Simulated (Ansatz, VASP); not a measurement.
MoS2 in VASP and in Ansatz

The input INCAR:

```
SYSTEM = MoS2
PREC = Accurate
ENCUT = 520
EDIFF = 1E-7
ISMEAR = 1
SIGMA = 0.2
LREAL = .False.
LASPH = .True.
NELM = 60
ALGO = Normal
ISIF = 2
LWAVE = .False.
LCHARG = .False.
GGA = PS
NBANDS = 35
```

The input KPOINTS:

```
Automatic mesh
0
Gamma
  12 12 4
  0 0 0
```

The input POSCAR:

```
MoS2
1.0
    3.3906985672      0.0000000000      0.0000000000
   -1.6953492836      2.9364310958      0.0000000000
    0.0000000000      0.0000000000     11.3093360011
Mo S
2 4
Direct
    0.3333333333      0.6666666667      0.2500000000
    0.6666666667      0.3333333333      0.7500000000
    0.3333333333      0.6666666667      0.6259932117
    0.6666666667      0.3333333333      0.1259932117
    0.3333333333      0.6666666667      0.8740067883
    0.6666666667      0.3333333333      0.3740067883
```

Input for Ansatz:

```yaml
crystal:
  lattice:
    - [3.3906985672, 0.0, 0.0]
    - [-1.6953492836, 2.9364310958, 0.0]
    - [0.0, 0.0, 11.3093360011]
  atoms:
    - { symbol: Mo, position: [0.3333333333, 0.6666666667, 0.25] }
    - { symbol: Mo, position: [0.6666666667, 0.3333333333, 0.75] }
    - { symbol: S, position: [0.3333333333, 0.6666666667, 0.6259932117] }
    - { symbol: S, position: [0.6666666667, 0.3333333333, 0.1259932117] }
    - { symbol: S, position: [0.3333333333, 0.6666666667, 0.8740067883] }
    - { symbol: S, position: [0.6666666667, 0.3333333333, 0.3740067883] }
basis:
  ecutwfc: 420
kpoints:
  mp_grid: { grid: [12, 12, 4] }
hamiltonian:
  xc: pbesol
scf:
  occupations: { method: cold, width: 0.2 }
output:
  forces: true
  stress: true
  eigenvalues: true
```

Alike in both runs: task single point; functional PBEsol; k mesh 12 × 12 × 4; no spin polarisation.

|  | VASP | Ansatz |
| --- | --- | --- |
| version | VASP 6.6.1 | Ansatz 0.2.0 |
| potentials or method | VASP PAW PBE potentials, release 64 (Mo_sv, S), cutoff 520 eV | scalar-relativistic, plane waves, PAW |
| occupations | methfessel-paxton of order 1, width 0.2 eV | cold, width 0.2 eV |
| valence electrons in the cell | 52 | 52 |

VASP gave:

```
gap on the k mesh at the Fermi level (eV)                     : none
pressure (GPa)                                                : -4.6
traceless stress, the component that is largest in VASP (GPa) : 16.94
rms of the force components (eV/Å)                            : 0.607
```

Q: What did Ansatz give for the same quantities?

A: gap on the k mesh at the Fermi level (eV): none; pressure (GPa): -4.5; traceless stress, the component that is largest in VASP (GPa): 16.95; rms of the force components (eV/Å): 0.610.

VASP's potentials were made for PBE, not for PBEsol. Atom by atom the forces differ by 0.003 eV/Å (rms over components). A gap of «none» marks a metal or a gap that the smearing closes.
